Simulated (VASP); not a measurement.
Ir, 1 atom in the cell. It takes space group Fm-3m (No. 225, cubic). Conventional cell: a = 3.840 Å, b = 3.840 Å, c = 3.840 Å, α = 90.00°, β = 90.00°, γ = 90.00°. Ir (site symmetry m-3m) has 12 Ir at 2.72 Å within 3.6 Å. 

```yaml
Program: VASP 6.6.1
Task: single point
Functional: PBE
Dispersion: D3(BJ)
Potentials_or_basis: VASP PAW PBE potentials, release 64 (Ir)
Cutoff: 500 eV
k_mesh: 12 × 12 × 12
Occupations: methfessel-paxton, width 0.15 eV
Spin: no spin polarisation
Dipole_correction: no
Further_INCAR_settings: ALGO = Normal; EDIFF = 1e-06; NBANDS = 10
```

Potentials or basis: VASP PAW PBE potentials, release 64 (Ir).

The run is started by

```bash
$ cat potpaw_PBE.64/Ir/POTCAR > POTCAR
$ mpirun -np 1 vasp_std > vasp.out
```

Hardware: 1 thread of Intel(R) Xeon(R) 6975P-C (Granite Rapids) (shared host).

How long does it take, and how much memory?

Wall time 4.3 s on 1 thread of Intel(R) Xeon(R) 6975P-C (Granite Rapids), with other jobs on the host, peak memory 0.14 GiB. Counts: scf iterations 12, k points 72.
